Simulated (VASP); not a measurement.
Here is a VASP 6.6.1 calculation.

INCAR

```
SYSTEM = Al36N36F
ALGO = Normal ; EDIFF = 1E-6
ENCUT = 520 ; GGA = PE
GGA_COMPAT = .FALSE. ; ISIF = 2
ISMEAR = 0 ; ISYM = -1
LASPH = .TRUE. ; LCHARG = .FALSE.
LREAL = Auto ; LWAVE = .FALSE.
NBANDS = 190 ; NELECT = 296.0
NELM = 120 ; PREC = Accurate
SIGMA = 0.01
```

Contents of KPOINTS:

```
explicit points
1
Reciprocal
  0.25000000   0.25000000   0.25000000 1
```

POSCAR

```
Al36N36F
1.0
    9.3892708692      0.0000000883      0.0000000000
   -4.6946355111      8.1313470516      0.0000000000
    0.0000000000      0.0000000000     10.0348065900
Al N F
36 36 1
Direct
    0.2216991689      0.1108199807      0.2503059205
    0.1108563764      0.2216284219      0.4989524952
    0.2215406844      0.1109345303      0.7524555768
    0.1100455080      0.2224418381      1.0002922295
    0.2200649383      0.4435133694      0.2487772613
    0.1108697032      0.5561333933      0.4989511397
    0.2205592087      0.4437307678      0.7485462687
    0.1100273075      0.5545317368      1.0002874371
    0.2216796222      0.7778015687      0.2503291406
    0.1142391104      0.8905512188      0.5030684915
    0.2215860762      0.7775179822      0.7524327854
    0.1091428394      0.8880446625      1.0018056505
    0.5547266206      0.1108712174      0.2503329379
    0.4418834403      0.2182423308      0.5030833319
    0.5549687108      0.1109101474      0.7524305947
    0.4444359280      0.2233434572      1.0017886985
    0.5579103961      0.4503955649      0.2508289467
    0.4442948510      0.5555654773      0.5010376670
    0.5544707252      0.4433083662      0.7488255366
    0.4413794248      0.5542502071      0.9966300912
    0.5579926594      0.7745639966      0.2507113694
    0.4419544949      0.8905391786      0.5029640980
    0.5544542012      0.7780497716      0.7487864679
    0.4443856154      0.8881010925      1.0018349492
    0.8890235198      0.1124422440      0.2487930597
    0.7763438137      0.2215769604      0.4989811556
    0.8887780179      0.1119154979      0.7485423544
    0.7779419544      0.2224333652      1.0002722426
    0.8889897450      0.4434991141      0.2488332191
    0.7769517355      0.5555038127      0.5011408456
    0.8888067593      0.4436843535      0.7486378772
    0.7782487318      0.5541999390      0.9967353244
    0.8821511813      0.7745861029      0.2508324325
    0.7769080507      0.8881245713      0.5010226191
    0.8891794267      0.7779868583      0.7488245436
    0.7782741644      0.8911057292      0.9966478333
    0.2217533924      0.1106389440      0.4412037429
    0.1105556518      0.2220726013      0.1906977242
    0.2212329122      0.1111662374      0.9424223500
    0.1110651784      0.2215019689      0.6894421539
    0.2212798774      0.4442597867      0.4403766741
    0.1105115778      0.5551209721      0.1907025400
    0.2188614445      0.4430716313      0.9373069716
    0.1110658077      0.5561557521      0.6894411072
    0.2217660422      0.7782757171      0.4411709273
    0.1093338112      0.8879457977      0.1916737826
    0.2211977323      0.7772966289      0.9424111470
    0.1130156358      0.8898068265      0.6935307265
    0.5541316092      0.1106848550      0.4411898993
    0.4447040326      0.2233434804      0.1916546961
    0.5550892301      0.1111888329      0.9424029148
    0.4427049930      0.2195116035      0.6935415418
    0.5498665920      0.4345244034      0.4485948709
    0.4314958257      0.5491408638      0.1818096139
    0.5545148026      0.4439892029      0.9386287019
    0.4432786815      0.5549264019      0.6915692403
    0.5499761580      0.7823473570      0.4483042225
    0.4445395002      0.8881040446      0.1917510505
    0.5545037127      0.7779702391      0.9385400721
    0.4427902404      0.8897745053      0.6934070152
    0.8881073294      0.1110233325      0.4403979862
    0.7774870442      0.2220314808      0.1906822261
    0.8893772771      0.1135275467      0.9373089760
    0.7764021163      0.2214707708      0.6894763696
    0.8881671209      0.4441602471      0.4403725455
    0.7833683971      0.5492623229      0.1820531743
    0.8892725842      0.4430801084      0.9374142885
    0.7776568338      0.5548399064      0.6916879063
    0.8979053307      0.7824285196      0.4485873562
    0.7835396262      0.9010989730      0.1818504285
    0.8884151620      0.7778533843      0.9386444103
    0.7776412593      0.8892555766      0.6915518285
    0.6660235310      0.6664934813      0.3143039787
```

Potentials or basis: VASP PAW PBE potentials, release 64 (Al, N, F).

Command:

```sh
$ cat potpaw_PBE.64/Al/POTCAR potpaw_PBE.64/N/POTCAR potpaw_PBE.64/F/POTCAR > POTCAR
$ mpirun -np 1 vasp_std > vasp.out
```

Estimate the largest force.

0.029 eV/Å.

Forces in eV/Å, atoms in the order of the input:
```
Al  -0.009  0.012  0.000
Al   0.004 -0.009 -0.002
Al  -0.004  0.007  0.004
Al   0.005 -0.003  0.004
Al  -0.005  0.011 -0.004
Al   0.008 -0.013 -0.001
Al  -0.009  0.009  0.002
Al   0.005 -0.007  0.003
Al  -0.007  0.002 -0.001
Al   0.010 -0.003  0.004
Al  -0.008  0.007  0.004
Al   0.007 -0.011  0.001
Al   0.000  0.013 -0.001
Al   0.007 -0.010  0.004
Al  -0.005  0.008  0.001
Al   0.006 -0.005  0.002
Al  -0.005 -0.005  0.005
Al   0.010 -0.014 -0.010
Al  -0.005  0.009  0.004
Al   0.001 -0.009 -0.002
Al  -0.021  0.014 -0.005
Al   0.007 -0.005  0.005
Al  -0.005  0.008  0.006
Al   0.005 -0.007 -0.001
Al  -0.008  0.009  0.000
Al   0.009 -0.011 -0.001
Al  -0.010  0.010  0.002
Al   0.007 -0.005  0.003
Al  -0.008  0.008 -0.001
Al   0.003 -0.011 -0.008
Al  -0.008  0.008  0.003
Al   0.012 -0.013 -0.008
Al   0.008  0.013  0.001
Al   0.010 -0.010 -0.006
Al  -0.009  0.006  0.004
Al   0.003 -0.003 -0.003
N   -0.006  0.008  0.008
N    0.008 -0.014  0.001
N   -0.011  0.013 -0.004
N    0.013 -0.013 -0.006
N   -0.008  0.014 -0.004
N    0.010 -0.012  0.001
N   -0.006  0.012 -0.003
N    0.011 -0.010 -0.004
N   -0.012  0.016  0.006
N    0.015 -0.014  0.002
N   -0.009  0.014 -0.002
N    0.011 -0.011  0.000
N   -0.016  0.011  0.006
N    0.008 -0.023  0.004
N   -0.012  0.012 -0.002
N    0.013 -0.011 -0.002
N   -0.014  0.016  0.003
N    0.010 -0.016  0.002
N   -0.008  0.013 -0.006
N    0.012 -0.011 -0.003
N   -0.010  0.020  0.008
N    0.014 -0.016 -0.003
N   -0.008  0.008 -0.008
N    0.007 -0.011  0.002
N   -0.010  0.017 -0.006
N    0.008 -0.013  0.002
N   -0.013  0.009 -0.003
N    0.011 -0.014 -0.007
N   -0.010  0.014 -0.004
N    0.007 -0.015  0.003
N   -0.010  0.014 -0.004
N    0.013 -0.012 -0.001
N   -0.021  0.020  0.006
N    0.011 -0.012 -0.005
N   -0.010  0.012 -0.008
N    0.011 -0.015 -0.001
F    0.001  0.000  0.022
```

Caveat: the cell carries a net charge on a neutralising background, which shifts energy and pressure.
